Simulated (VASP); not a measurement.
# Si in VASP: further runs

The runs below take Si through relaxation of cell and atoms, single point, with PBE.

Everything below comes from runs of VASP 6.6.1. Logs are shortened: lines on timing, memory, paths and dates and some standing lists are left out, and cuts for length are marked.

## 1. The cell of the first run

It takes space group Pmmm (No. 47, orthorhombic). Conventional cell: a = 2.624 Å, b = 2.664 Å, c = 2.864 Å, α = 90.00°, β = 90.00°, γ = 90.00°. Within 3.5 Å of Si (site symmetry mmm) lie 6 Si at 2.62 to 2.86 Å.

## 2. Relaxation of cell and atoms, PBE

INCAR

```
SYSTEM = Si
PREC = Accurate ; ENCUT = 600
EDIFF = 1E-6 ; ISMEAR = 0
SIGMA = 0.1 ; LREAL = .FALSE.
LASPH = .TRUE. ; NELM = 60
ALGO = Normal ; ISIF = 3
LWAVE = .FALSE. ; LCHARG = .FALSE.
GGA = PE ; IBRION = 2
NSW = 90 ; EDIFFG = -0.04
```

KPOINTS

```
Automatic mesh
0
G
  6 6 6
  0 0 0
```

POSCAR

```
Si
1.0
    2.6239745000      0.0000000000      0.0000000000
    0.0000000000      2.6641253500      0.0000000000
    0.0000000000      0.0000000000      2.8639349100
Si
1
Direct
    0.0000000000      0.0000000000      0.0000000000
```

Potentials or basis: VASP PAW PBE potentials, release 64 (Si).

The run is started by

```bash
cat potpaw_PBE.64/Si/POTCAR > POTCAR
mpirun -np 1 vasp_std > vasp.out
```

OUTCAR:

```text
SYSTEM = Si
   PREC = Accurate
   ENCUT = 600
   EDIFF = 1E-6
   ISMEAR = 0
   LREAL = .FALSE.
   LASPH = .TRUE.
   NELM = 60
   ISIF = 3
   GGA = PE
   IBRION = 2
   NSW = 90
   EDIFFG = -0.04

 ion  position               nearest neighbor table
   1  0.000  0.000  0.000-

  LATTYP: Found a simple orthorhombic cell.
 ALAT       =     2.6239745000
 B/A-ratio  =     1.0153015397
 C/A-ratio  =     1.0914492157

  Lattice vectors:

 A1 = (   2.6239745000,   0.0000000000,   0.0000000000)
 A2 = (   0.0000000000,   2.6641253500,   0.0000000000)
 A3 = (   0.0000000000,   0.0000000000,   2.8639349100)

Analysis of symmetry for initial positions (statically):
=====================================================================
 Subroutine PRICEL returns:
 Original cell was already a primitive cell.

 Routine SETGRP: Setting up the symmetry group for a
 simple orthorhombic supercell.

 Subroutine GETGRP returns: Found  8 space group operations
 (whereof  8 operations were pure point group operations)
 out of a pool of  8 trial point group operations.

The static configuration has the point symmetry D_2h.

Analysis of symmetry for dynamics (positions and initial velocities):
=====================================================================
 Subroutine PRICEL returns:
 Original cell was already a primitive cell.

 Routine SETGRP: Setting up the symmetry group for a
 simple orthorhombic supercell.

 Subroutine GETGRP returns: Found  8 space group operations
 (whereof  8 operations were pure point group operations)
 out of a pool of  8 trial point group operations.

The dynamic configuration has the point symmetry D_2h.

 Subroutine INISYM returns: Found  8 space group operations
 (whereof  8 operations are pure point group operations),
 and found     1 'primitive' translations

----------------------------------------------------------------------------------------

                                     Primitive cell

  volume of cell :      20.0206

  direct lattice vectors                    reciprocal lattice vectors
     2.623974500  0.000000000  0.000000000     0.381101265  0.000000000  0.000000000
     0.000000000  2.664125350  0.000000000     0.000000000  0.375357714  0.000000000
     0.000000000  0.000000000  2.863934910     0.000000000  0.000000000  0.349169947

  length of vectors
     2.623974500  2.664125350  2.863934910     0.381101265  0.375357714  0.349169947

  position of ions in fractional coordinates (direct lattice)
     0.000000000  0.000000000  0.000000000

  ion indices of the primitive-cell ions
   primitive index   ion index
                 1           1

----------------------------------------------------------------------------------------

 KPOINTS: Automatic mesh

Automatic generation of k-mesh.
 Grid dimensions read from file:
 generate k-points for:    6    6    6

 Generating k-lattice:

  Cartesian coordinates                     Fractional coordinates (reciprocal lattice)
     0.063516877  0.000000000  0.000000000     0.166666667  0.000000000  0.000000000
     0.000000000  0.062559619  0.000000000     0.000000000  0.166666667  0.000000000
     0.000000000  0.000000000  0.058194991     0.000000000  0.000000000  0.166666667

  Length of vectors
     0.063516877  0.062559619  0.058194991

  Shift w.r.t. Gamma in fractional coordinates (k-lattice)
     0.000000000  0.000000000  0.000000000

 Subroutine IBZKPT returns following result:
 ===========================================

 Found     64 irreducible k-points:

 Following reciprocal coordinates:
            Coordinates               Weight
  0.000000  0.000000  0.000000      1.000000
  0.166667  0.000000  0.000000      2.000000
  0.333333  0.000000  0.000000      2.000000
  0.500000  0.000000  0.000000      1.000000
  0.000000  0.166667  0.000000      2.000000
  0.166667  0.166667  0.000000      4.000000
[... 16 lines left out ...]
  0.333333  0.166667  0.166667      8.000000
  0.500000  0.166667  0.166667      4.000000
 [... further k-points ...]
   k-points           NKPTS =     64   k-points in BZ     NKDIM =     64   number of bands    NBANDS=      6
   number of dos      NEDOS =    301   number of ions     NIONS =      1
   total plane-waves  NPLWV =  13824
   dimension x,y,z NGX =    24 NGY =   24 NGZ =   24
   dimension x,y,z NGXF=    48 NGYF=   48 NGZF=   48
   ions per type =               1
   NGX,Y,Z   is equivalent  to a cutoff of  15.21, 14.98, 13.93 a.u.
   NGXF,Y,Z  is equivalent  to a cutoff of  30.41, 29.95, 27.86 a.u.
 SYSTEM =  Si
   PREC   = accura    normal or accurate (medium, high low for compatibility)
   ISTART =      0    job   : 0-new  1-cont  2-samecut
   ICHARG =      2    charge: 1-file 2-atom 10-const
   ISPIN  =      1    spin polarized calculation?
   LNONCOLLINEAR =      F non collinear calculations
   LSORBIT =      F    spin-orbit coupling
   LASPH  =      T    aspherical Exc in radial PAW
   ENCUT  =  600.0 eV  44.10 Ry    6.64 a.u.   5.24  5.32  5.72*2*pi/ulx,y,z
   NELM   =     60;   NELMIN=  2; NELMDL= -5     # of ELM steps
   EDIFF  = 0.1E-05   stopping-criterion for ELM
   LREAL  =      F    real-space projection
   EDIFFG = -.4E-01   stopping-criterion for IOM
   NSW    =     90    number of steps for IOM
   IBRION =      2    ionic relax: 0-MD 1-quasi-New 2-CG
   NFREE  =      1    steps in history (QN), initial steepest desc. (CG)
   ISIF   =      3    stress and relaxation
   ISYM   =      2    0-nonsym 1-usesym 2-fastsym
   POTIM  = 0.5000    time-step for ionic-motion
   TEBEG  =    0.0;   TEEND  =   0.0 temperature during run
   PSTRESS=    0.0 pullay stress
   NELECT =       4.0000    total number of electrons
   NUPDOWN=      -1.0000    fix difference up-down
   EMIN   =  10.00;   EMAX   =-10.00  energy-range for DOS
   EFERMI =   0.00;   METHOD = LEGACY
   ISMEAR =     0;   SIGMA  =   0.10  broadening in eV -4-tet -1-fermi 0-gaus
   EFERMI_NEDOS =   21; number of points for ismear=-14 and -15
   IALGO  =     38    algorithm
   IMIX   =      4    mixing-type and parameters
     AMIX     =   0.40;   BMIX     =  1.00
     AMIX_MAG =   1.60;   BMIX_MAG =  1.00
  volume/ion in A,a.u.               =      20.02       135.11
  Fermi-wavevector in a.u.,A,eV,Ry     =   0.957052  1.808567 12.462245  0.915949
  Thomas-Fermi vector in A             =   2.086036
   LORBIT       =      0    0 simple, 1 ext, 2 COOP (PROOUT), +10 PAW based schemes
   GGA     = PE    functional components
   LHFCALC =     F    Hartree Fock is set to
   AEXX    =    0.0000 exact exchange contribution
   IVDW    =     0    specifies the selected vdW correction
   LEPSILON=     F    determine dielectric tensor
   LRPA    =     F    only Hartree local field effects (RPA)
 conjugate gradient relaxation of ions
 non-spin polarized calculation
 Gauss-broadening in eV      SIGMA  =   0.10
  energy-cutoff  :      600.00
  volume of cell :       20.02
 maximum number of plane-waves:       692
 NGX is ok and might be reduce to    24
   NGX = 11   NGY = 11   NGZ = 11

--------------------------------------- Ionic step        1  -------------------------------------------

 number of electron       4.0000000 magnetization

 Free energy of the ion-electron system (eV)
  ---------------------------------------------------
  ext. energy  EPLUGINS =         0.00000000
  ---------------------------------------------------
  free energy    TOTEN  =        -4.87498035 eV

  energy without entropy =       -4.87152892  energy(sigma->0) =       -4.87325464

 E-fermi :   5.9554     XC(G=0):  -9.7850

 val. band max:        5.9508330539   @ k =   0.3333   0.1667   0.3333
 cond. band min:       6.0361022843   @ k =   0.5000   0.5000   0.5000
 fundamental gap:      0.0852692304
 Fermi energy:         5.9554285855

 k-point     1 :       0.0000    0.0000    0.0000
  band No.  band energies     occupation
      1      -5.6853      2.00000
      2      10.4746      0.00000
      3      12.5479      0.00000
      4      12.9228      0.00000
      5      13.5058      0.00000
      6      13.6830      0.00000

 k-point     2 :       0.1667    0.0000    0.0000
  band No.  band energies     occupation
      1      -5.1167      2.00000
      2       8.3672      0.00000
      3      10.9485      0.00000
      4      13.1739      0.00000
      5      13.3868      0.00000
      6      16.8149      0.00000
[... 190 lines left out ...]
 k-point    24 :       0.5000    0.1667    0.1667
  band No.  band energies     occupation
      1      -0.5072      2.00000
      2       1.5556      2.00000
      3      10.1588      0.00000
      4      12.6608      0.00000
      5      14.2678      0.00000
      6      15.7171      0.00000

 [... further k-points ...]
[... 5 lines left out ...]
  --------------------------------------------------------------------------------------
  -------------------------------------------------------------------------------------
  Total       -1.4714878     -1.2297359     -2.1032033      0.0000000      0.0000000      0.0000000
  in kB     -117.7578456    -98.4113155   -168.3117506      0.0000000      0.0000000      0.0000000
  external PRESSURE =    -128.1603039 kB  Pullay stress =       0.0000000 kB
[... 265 lines left out ...]
  energy  without entropy=       -5.0861440469  energy(sigma->0) =       -5.08803034

--------------------------------------- Ionic step        9  -------------------------------------------

 number of electron       4.0000000 magnetization

 Free energy of the ion-electron system (eV)
  ---------------------------------------------------
  ext. energy  EPLUGINS =         0.00000000
  ---------------------------------------------------
  free energy    TOTEN  =        -5.09000251 eV

  energy without entropy =       -5.08633872  energy(sigma->0) =       -5.08817061

 E-fermi :   8.5010     XC(G=0): -10.6227

 val. band max:        8.3993535350   @ k =   0.1667   0.3333   0.3333
 cond. band min:       8.5710337727   @ k =   0.3333   0.3333   0.3333
 fundamental gap:      0.1716802377
 Fermi energy:         8.5010196726

 k-point     1 :       0.0000    0.0000    0.0000
  band No.  band energies     occupation
      1      -4.9321      2.00000
      2      15.5727      0.00000
      3      15.6689      0.00000
      4      15.6743      0.00000
      5      15.8310      0.00000
      6      16.5258      0.00000

 k-point     2 :       0.1667    0.0000    0.0000
  band No.  band energies     occupation
      1      -4.2982      2.00000
      2      10.4418      0.00000
      3      16.0861      0.00000
      4      16.1953      0.00000
      5      16.2007      0.00000
      6      20.4744      0.00000
[... 190 lines left out ...]
 k-point    24 :       0.5000    0.1667    0.1667
  band No.  band energies     occupation
      1       1.1053      2.00000
      2       2.8598      2.00000
      3      13.3128      0.00000
      4      16.7069      0.00000
      5      17.8849      0.00000
      6      18.2028      0.00000

 [... further k-points ...]
[... 5 lines left out ...]
  --------------------------------------------------------------------------------------
  -------------------------------------------------------------------------------------
  Total       -0.0022031      0.0047104      0.0012683     -0.0000000      0.0000000      0.0000000
  in kB       -0.2180566      0.4662326      0.1255327     -0.0000000      0.0000000      0.0000000
  external PRESSURE =       0.1245696 kB  Pullay stress =       0.0000000 kB
[... 16 lines left out ...]
  FREE ENERGIE OF THE ION-ELECTRON SYSTEM (eV)
  ---------------------------------------------------
  free  energy   TOTEN  =        -5.0900025124 eV

  energy  without entropy=       -5.0863387152  energy(sigma->0) =       -5.08817061

 reached required accuracy - stopping structural energy minimisation
```

Wall time 18 s (1 thread of Intel Xeon Platinum 8259CL at 2.50GHz (Skylake/Cascade Lake), shared host); peak memory 0.14 GiB.

What came out:

```
Free energy                           : -5.0900 eV
Relaxed volume                        : 16.19 Å³/atom
Relaxed cell                          : a = 2.497 Å, b = 2.546 Å, c = 2.546 Å, α = 90.00°, β = 90.00°, γ = 90.00°
Space group after relaxing (to 0.1 Å) : Pm-3m (No. 221)
Energy gained by relaxing             : 215.0 meV/atom
Ionic steps                           : 9
Pressure after relaxing               : 0.0 GPa
Band gap on the k mesh                : zero (bands 2 and 3 overlap by 10.27 eV)
```

Step by step:
```csv
step,energy change (eV),largest force (eV/Å),pressure (GPa),volume (Å³)
1,0.0000,0.0000,-12.82,20.02
2,-0.1984,0.0000,3.72,15.72
3,-0.2015,0.0000,1.00,16.11
4,-0.2130,0.0000,1.11,16.02
5,-0.2144,0.0000,0.96,16.04
6,-0.2146,0.0000,0.92,16.05
7,-0.2146,0.0000,0.92,16.05
8,-0.2149,0.0000,-0.38,16.25
9,-0.2150,0.0000,0.01,16.19
```

Final structure:
```
CELL_PARAMETERS angstrom
2.49686 0.00000 0.00000
0.00000 2.54601 0.00000
0.00000 0.00000 2.54634
ATOMIC_POSITIONS crystal
Si 0.00000 0.00000 0.00000
```

Caveat: the k points lie up to 0.42 Å⁻¹ apart in the final cell, too coarse for converged energies and pressures of a metal; the volume moved by over 15 % at a fixed basis, so the end points are rough.

(Part 1 of 3 ends here.)

The gap in the log of VASP goes by the Fermi energy; the results here count the filled bands.